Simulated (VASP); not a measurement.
# Pd (Fm-3m) in VASP: notebook

Pd is run at these levels: r2SCANh; tasks: single point.

Program: VASP 6.6.1. These are calculated values, not measurements. Logs are shortened: lines on timing, memory, paths and dates and some standing lists are left out, and cuts for length are marked.

## (1) The cell of the first run

The structure is cubic, space group Fm-3m (No. 225). Conventional cell: a = 3.893 Å, b = 3.893 Å, c = 3.893 Å, α = 90.00°, β = 90.00°, γ = 90.00°. Pd (site symmetry m-3m) has 12 Pd at 2.75 Å within 3.6 Å.

## (2) Single point, r2SCANh

POSCAR reads:

```
Pd
1.0
    0.0000000000      1.9465000000      1.9465000000
    1.9465000000      0.0000000000      1.9465000000
    1.9465000000      1.9465000000      0.0000000000
Pd
1
Direct
    0.0000000000      0.0000000000      0.0000000000
```

INCAR.step1 reads:

```
SYSTEM = Pd
ALGO = Normal ; EDIFF = 1E-5
ENCUT = 520 ; GGA = PE
ISIF = 2 ; ISMEAR = -1
LASPH = .True. ; LCHARG = .False.
LREAL = .False. ; LWAVE = .True.
NBANDS = 11 ; NELM = 100
PREC = Accurate ; SIGMA = 0.05
```

INCAR.step2 reads:

```
SYSTEM = Pd
AEXX = 0.1 ; ALGO = Normal
EDIFF = 1E-6 ; ENCUT = 520
ISIF = 2 ; ISMEAR = -1
ISTART = 1 ; LASPH = .True.
LCHARG = .False. ; LHFCALC = .True.
LMIXTAU = .True. ; LREAL = .False.
LWAVE = .False. ; METAGGA = R2SCAN
NBANDS = 11 ; NELM = 100
PREC = Accurate ; PRECFOCK = Normal
SIGMA = 0.05
```

KPOINTS reads:

```
k-points
0
Gamma
  6 6 6
  0 0 0
```

Potentials or basis: VASP PAW PBE potentials, release 64 (Pd).

Launch:

```bash
$ cat potpaw_PBE.64/Pd/POTCAR > POTCAR
$ cp INCAR.step1 INCAR
$ mpirun -np 1 vasp_std > vasp.out
$ cp INCAR.step2 INCAR
$ mpirun -np 1 vasp_std > vasp.out
```

OUTCAR:

```text
SYSTEM = Pd
   AEXX = 0.1
   EDIFF = 1E-6
   ENCUT = 520
   ISIF = 2
   ISMEAR = -1
   ISTART = 1
   LASPH = .True.
   LHFCALC = .True.
   LREAL = .False.
   METAGGA = R2SCAN
   NELM = 100
   PREC = Accurate
   PRECFOCK = Normal

 ion  position               nearest neighbor table
   1  0.000  0.000  0.000-

  LATTYP: Found a face centered cubic cell.
 ALAT       =     3.8930000000

  Lattice vectors:

 A1 = (   0.0000000000,   1.9465000000,   1.9465000000)
 A2 = (   1.9465000000,   0.0000000000,   1.9465000000)
 A3 = (   1.9465000000,   1.9465000000,   0.0000000000)

Analysis of symmetry for initial positions (statically):
=====================================================================
 Subroutine PRICEL returns:
 Original cell was already a primitive cell.

 Routine SETGRP: Setting up the symmetry group for a
 face centered cubic supercell.

 Subroutine GETGRP returns: Found 48 space group operations
 (whereof 48 operations were pure point group operations)
 out of a pool of 48 trial point group operations.

The static configuration has the point symmetry O_h .

Analysis of symmetry for dynamics (positions and initial velocities):
=====================================================================
 Subroutine PRICEL returns:
 Original cell was already a primitive cell.

 Routine SETGRP: Setting up the symmetry group for a
 face centered cubic supercell.

 Subroutine GETGRP returns: Found 48 space group operations
 (whereof 48 operations were pure point group operations)
 out of a pool of 48 trial point group operations.

The dynamic configuration has the point symmetry O_h .

 Subroutine INISYM returns: Found 48 space group operations
 (whereof 48 operations are pure point group operations),
 and found     1 'primitive' translations

----------------------------------------------------------------------------------------

                                     Primitive cell

  volume of cell :      14.7500

  direct lattice vectors                    reciprocal lattice vectors
     0.000000000  1.946500000  1.946500000    -0.256871307  0.256871307  0.256871307
     1.946500000  0.000000000  1.946500000     0.256871307 -0.256871307  0.256871307
     1.946500000  1.946500000  0.000000000     0.256871307  0.256871307 -0.256871307

  length of vectors
     2.752766699  2.752766699  2.752766699     0.444914156  0.444914156  0.444914156

  position of ions in fractional coordinates (direct lattice)
     0.000000000  0.000000000  0.000000000

  ion indices of the primitive-cell ions
   primitive index   ion index
                 1           1

----------------------------------------------------------------------------------------

 KPOINTS: k-points

Automatic generation of k-mesh.
 Grid dimensions read from file:
 generate k-points for:    6    6    6

 Generating k-lattice:

  Cartesian coordinates                     Fractional coordinates (reciprocal lattice)
    -0.042811885  0.042811885  0.042811885     0.166666667  0.000000000  0.000000000
     0.042811885 -0.042811885  0.042811885     0.000000000  0.166666667  0.000000000
     0.042811885  0.042811885 -0.042811885     0.000000000  0.000000000  0.166666667

  Length of vectors
     0.074152359  0.074152359  0.074152359

  Shift w.r.t. Gamma in fractional coordinates (k-lattice)
     0.000000000  0.000000000  0.000000000

 Subroutine IBZKPT returns following result:
 ===========================================

 Found     16 irreducible k-points:

 Following reciprocal coordinates:
            Coordinates               Weight
  0.000000  0.000000  0.000000      1.000000
  0.166667  0.000000  0.000000      8.000000
  0.333333  0.000000  0.000000      8.000000
  0.500000  0.000000  0.000000      4.000000
  0.166667  0.166667  0.000000      6.000000
  0.333333  0.166667  0.000000     24.000000
[... 8 lines left out ...]
 -0.333333  0.333333  0.166667     24.000000
 -0.333333  0.500000  0.166667     12.000000
   k-points           NKPTS =     16   k-points in BZ     NKDIM =    216   number of bands    NBANDS=     11
   number of dos      NEDOS =    301   number of ions     NIONS =      1
   total plane-waves  NPLWV =   8000
   dimension x,y,z NGX =    20 NGY =   20 NGZ =   20
   dimension x,y,z NGXF=    40 NGYF=   40 NGZF=   40
   ions per type =               1
   NGX,Y,Z   is equivalent  to a cutoff of  12.08, 12.08, 12.08 a.u.
   NGXF,Y,Z  is equivalent  to a cutoff of  24.16, 24.16, 24.16 a.u.
 SYSTEM =  Pd
   PREC   = accura    normal or accurate (medium, high low for compatibility)
   ISTART =      1    job   : 0-new  1-cont  2-samecut
   ICHARG =      0    charge: 1-file 2-atom 10-const
   ISPIN  =      1    spin polarized calculation?
   LNONCOLLINEAR =      F non collinear calculations
   LSORBIT =      F    spin-orbit coupling
   LASPH  =      T    aspherical Exc in radial PAW
   ENCUT  =  520.0 eV  38.22 Ry    6.18 a.u.   5.12  5.12  5.12*2*pi/ulx,y,z
   NELM   =    100;   NELMIN=  2; NELMDL=  0     # of ELM steps
   EDIFF  = 0.1E-05   stopping-criterion for ELM
   LREAL  =      F    real-space projection
   EDIFFG = 0.1E-04   stopping-criterion for IOM
   NSW    =      0    number of steps for IOM
   IBRION =     -1    ionic relax: 0-MD 1-quasi-New 2-CG
   NFREE  =      0    steps in history (QN), initial steepest desc. (CG)
   ISIF   =      2    stress and relaxation
   ISYM   =      3    0-nonsym 1-usesym 2-fastsym
   POTIM  = 0.5000    time-step for ionic-motion
   TEBEG  =    0.0;   TEEND  =   0.0 temperature during run
   PSTRESS=    0.0 pullay stress
   NELECT =      10.0000    total number of electrons
   NUPDOWN=      -1.0000    fix difference up-down
   EMIN   =  10.00;   EMAX   =-10.00  energy-range for DOS
   EFERMI =   0.00;   METHOD = LEGACY
   ISMEAR =    -1;   SIGMA  =   0.05  broadening in eV -4-tet -1-fermi 0-gaus
   EFERMI_NEDOS =   21; number of points for ismear=-14 and -15
   IALGO  =     38    algorithm
   IMIX   =      1    mixing-type and parameters
     AMIX     =   0.40;   BMIX     =  1.00
     AMIX_MAG =   1.60;   BMIX_MAG =  1.00
  volume/ion in A,a.u.               =      14.75        99.54
  Fermi-wavevector in a.u.,A,eV,Ry     =   1.438171  2.717748 28.141404  2.068335
  Thomas-Fermi vector in A             =   2.557167
   LORBIT       =      0    0 simple, 1 ext, 2 COOP (PROOUT), +10 PAW based schemes
   METAGGA = R2SCAN    functional components
   LHFCALC =     T    Hartree Fock is set to
   PRECFOCK=normal    Normal, Fast or Accurate (Low or Medium for compatibility)
   ENCUT4O =  -1.0   cutoff for four orbital integrals eV
   NKREDX  =     1    reduce k-point grid by
   NKREDY  =     1    reduce k-point grid by
   NKREDZ  =     1    reduce k-point grid by
   AEXX    =    0.1000 exact exchange contribution
   HFSCREEN=    0.0000 screening length (either q_TF or 0.3 A-1)
   HFSCREENC=   0.0000 screening length for correlation (either q_TF or 0.3 A-1)
   ENCUTFOCK=  -1.0 apply spherical cutoff to Coloumb kernel
   IVDW    =     0    specifies the selected vdW correction
   LEPSILON=     F    determine dielectric tensor
   LRPA    =     F    only Hartree local field effects (RPA)
 non-spin polarized calculation
  energy-cutoff  :      520.00
  volume of cell :       14.75
 maximum number of plane-waves:       411
  NGX = 16; NGY = 16; NGZ = 16

 number of electron       9.9999999 magnetization

 Free energy of the ion-electron system (eV)
  ---------------------------------------------------
  ext. energy  EPLUGINS =         0.00000000
  ---------------------------------------------------
  free energy    TOTEN  =       -21.71627039 eV

  energy without entropy =      -21.70672142  energy(sigma->0) =      -21.71149591

 E-fermi :   9.2390     XC(G=0): -12.8656

 val. band max:        9.0717026169   @ k =   0.5000   0.0000   0.0000
 cond. band min:       9.2716271042   @ k =   0.3333   0.3333   0.0000
 fundamental gap:      0.1999244873
 Fermi energy:         9.2389588181

 k-point     1 :       0.0000    0.0000    0.0000
  band No.  band energies     occupation
      1       1.8298      2.00000
      2       6.0040      2.00000
      3       6.0040      2.00000
      4       6.0040      2.00000
      5       7.5966      2.00000
      6       7.5966      2.00000
      7      28.0663      0.00000
      8      33.1119      0.00000
      9      33.1119      0.00000
     10      33.1119      0.00000
     11      34.2530      0.00000

 k-point     2 :       0.1667    0.0000    0.0000
  band No.  band energies     occupation
      1       2.8230      2.00000
      2       5.7919      2.00000
      3       6.2750      2.00000
      4       6.2750      2.00000
      5       7.5522      2.00000
      6       7.5522      2.00000
      7      28.1426      0.00000
      8      29.4708      0.00000
      9      34.1719      0.00000
     10      34.1719      0.00000
     11      34.2656      0.00000

 k-point     3 :       0.3333    0.0000    0.0000
  band No.  band energies     occupation
      1       3.6689      2.00000
      2       6.1254      2.00000
      3       6.1254      2.00000
      4       7.6132      2.00000
      5       8.3694      2.00000
      6       8.3694      2.00000
      7      22.0892      0.00000
      8      28.4072      0.00000
      9      34.0093      0.00000
     10      34.0093      0.00000
     11      34.2588      0.00000

 k-point     4 :       0.5000    0.0000    0.0000
  band No.  band energies     occupation
      1       3.4849      2.00000
      2       5.9023      2.00000
      3       5.9023      2.00000
      4       9.0717      1.93189
      5       9.0717      1.93189
      6      10.9734      0.00000
      7      17.6875      0.00000
      8      27.4343      0.00000
      9      32.2552      0.00000
     10      32.2552      0.00000
     11      34.2616      0.00000

 k-point     5 :       0.1667    0.1667    0.0000
  band No.  band energies     occupation
      1       3.1609      2.00000
      2       5.3161      2.00000
      3       6.6598      2.00000
      4       6.6598      2.00000
      5       7.0111      2.00000
      6       7.8980      2.00000
      7      29.4245      0.00000
      8      30.5264      0.00000
      9      31.5395      0.00000
     10      31.5395      0.00000
     11      34.2457      0.00000
[... 99 lines left out ...]
 k-point    13 :       0.5000    0.5000    0.0000
  band No.  band energies     occupation
      1       3.3046      2.00000
      2       3.6045      2.00000
      3       8.9013      1.99767
      4       9.7630      0.00006
      5       9.7630      0.00006
      6      13.4565      0.00000
      7      21.3408      0.00000
      8      23.9590      0.00000
      9      23.9590      0.00000
     10      32.6223      0.00000
     11      32.6629      0.00000

 k-point    14 :       0.5000    0.3333    0.1667
  band No.  band energies     occupation
      1       4.7906      2.00000
      2       4.7925      2.00000
      3       5.8921      2.00000
      4       7.8696      2.00000
      5       8.3154      2.00000
      6      12.4661      0.00000
      7      23.5005      0.00000
      8      23.7562      0.00000
      9      27.2271      0.00000
     10      34.2559      0.00000
     11      34.5959      0.00000

 k-point    15 :      -0.3333    0.3333    0.1667
  band No.  band energies     occupation
      1       4.7829      2.00000
      2       4.9621      2.00000
      3       5.9607      2.00000
      4       7.3744      2.00000
      5       9.0264      1.97193
      6      16.7273      0.00000
      7      18.0615      0.00000
      8      24.4309      0.00000
      9      24.8740      0.00000
     10      33.9101      0.00000
     11      34.2786      0.00000

 k-point    16 :      -0.3333    0.5000    0.1667
  band No.  band energies     occupation
      1       4.0720      2.00000
      2       4.4549      2.00000
      3       6.9021      2.00000
      4       7.9806      2.00000
      5       9.7360      0.00010
      6      16.9470      0.00000
      7      21.1242      0.00000
      8      21.6077      0.00000
      9      22.5030      0.00000
     10      34.2489      0.00000
     11      34.7389      0.00000

------------------------ aborting loop because EDIFF is reached ----------------------------------------

  FORCE on cell =-STRESS in cart. coord.  units (eV):
  Direction    XX          YY          ZZ          XY          YZ          ZX
  --------------------------------------------------------------------------------------
  -------------------------------------------------------------------------------------
  Total        0.0237974      0.0237974      0.0237974      0.0000000     -0.0000000      0.0000000
  in kB        2.5849198      2.5849198      2.5849198      0.0000000     -0.0000000      0.0000000
  external PRESSURE =       2.5849198 kB  Pullay stress =       0.0000000 kB

 VOLUME and BASIS-vectors are now :
 -----------------------------------------------------------------------------
  energy-cutoff  :      520.00
  volume of cell :       14.75
      direct lattice vectors                 reciprocal lattice vectors
     0.000000000  1.946500000  1.946500000    -0.256871307  0.256871307  0.256871307
     1.946500000  0.000000000  1.946500000     0.256871307 -0.256871307  0.256871307
     1.946500000  1.946500000  0.000000000     0.256871307  0.256871307 -0.256871307

 POSITION                                       TOTAL-FORCE (eV/Angst)
 -----------------------------------------------------------------------------------
      0.00000      0.00000      0.00000         0.000000      0.000000      0.000000
 -----------------------------------------------------------------------------------
    total drift:                               -0.000016     -0.000019     -0.000013

  FREE ENERGIE OF THE ION-ELECTRON SYSTEM (eV)
  ---------------------------------------------------
  free  energy   TOTEN  =       -21.7162703886 eV

  energy  without entropy=      -21.7067214247  energy(sigma->0) =      -21.71149591
```

It took 4 min on 1 thread of AMD EPYC 7R13 (Zen 3), shared host; peak memory 0.11 GiB.

Results:

| Quantity | Value |
| --- | --- |
| Free energy | -21.7163 eV |
| Pressure | 0.3 GPa |
| Band gap on the k mesh | zero (band 5 reaches 9.76 eV, above the bottom of band 6 at 7.55 eV) |

Levels at points of the mesh, in eV from the Fermi level:
```csv
k point,band 3,band 4,band 5,band 6,band 7,band 8
"(0.00, 0.00, 0.00)",-3.23,-3.23,-1.64,-1.64,18.83,23.87
"(0.50, 0.00, 0.00)",-3.34,-0.17,-0.17,1.73,8.45,18.20
"(0.50, 0.50, 0.00)",-0.34,0.52,0.52,4.22,12.10,14.72
```

Caveat: the k points lie up to 0.47 Å⁻¹ apart; the PAW data sets were made with another functional, which shifts forces and pressure a little.

## (3) Single point, r2SCANh

This run uses another cell than the first one, of 15.05 Å³/atom, 1.020 times its volume.

POSCAR reads:

```
Pd
1.0
    0.0000000000      1.9593911042      1.9593911042
    1.9593911042      0.0000000000      1.9593911042
    1.9593911042      1.9593911042      0.0000000000
Pd
1
Direct
    0.0000000000      0.0000000000      0.0000000000
```

INCAR.step1 reads:

```
PREC     = Accurate       # precision mode
ENCUT    = 520            # plane-wave cutoff, eV
EDIFF    = 1E-5           # SCF threshold, eV
ISMEAR   = -1             # smearing method
SIGMA    = 0.05           # smearing width, eV
LREAL    = F              # projectors in reciprocal space
LASPH    = T              # aspherical terms in the spheres
NELM     = 80             # most SCF steps
ALGO     = Normal         # electronic algorithm
ISIF     = 2              # what is computed and relaxed
LWAVE    = T              # write WAVECAR
LCHARG   = F              # write CHGCAR
GGA      = PE             # functional
NBANDS   = 11             # bands
```

INCAR.step2 reads:

```
PREC     = Accurate       # precision mode
ENCUT    = 520            # plane-wave cutoff, eV
EDIFF    = 1E-7           # SCF threshold, eV
ISMEAR   = -1             # smearing method
SIGMA    = 0.05           # smearing width, eV
LREAL    = F              # projectors in reciprocal space
LASPH    = T              # aspherical terms in the spheres
NELM     = 80             # most SCF steps
ALGO     = Normal         # electronic algorithm
ISIF     = 2              # what is computed and relaxed
LWAVE    = F              # write WAVECAR
LCHARG   = F              # write CHGCAR
METAGGA  = R2SCAN         # meta-GGA
LHFCALC  = T              # exact exchange
AEXX     = 0.1            # exact-exchange fraction
LMIXTAU  = T            
PRECFOCK = Normal       
ISTART   = 1            
NBANDS   = 11             # bands
```

KPOINTS reads:

```
Automatic mesh
0
Gamma
  6 6 6
```

Potentials or basis: VASP PAW PBE potentials, release 64 (Pd).

Launch:

```bash
$ cat potpaw_PBE.64/Pd/POTCAR > POTCAR
$ cp INCAR.step1 INCAR
$ mpirun -np 1 vasp_std > vasp.out
$ cp INCAR.step2 INCAR
$ mpirun -np 1 vasp_std > vasp.out
```

Run time: 8.1 min. Hardware: 1 thread of AMD EPYC 7R13 (Zen 3), shared host; peak memory 0.13 GiB.

The run converged. Its results:

```yaml
Free_energy: -21.7145 eV
Pressure: -2.7 GPa
Band_gap_on_the_k_mesh: zero (band 5 reaches 9.44 eV, above the bottom of band 6 at 7.29 eV)
```

Levels at points of the mesh, in eV from the Fermi level:
```csv
k point,band 3,band 4,band 5,band 6,band 7,band 8
"(0.00, 0.00, 0.00)",-3.14,-3.14,-1.60,-1.60,18.80,23.72
"(0.50, 0.00, 0.00)",-3.24,-0.17,-0.17,1.77,8.28,18.16
"(0.50, 0.50, 0.00)",-0.33,0.51,0.51,4.22,11.88,14.59
```

Caveat: the k points lie up to 0.46 Å⁻¹ apart; the PAW data sets were made with another functional, which shifts forces and pressure a little.
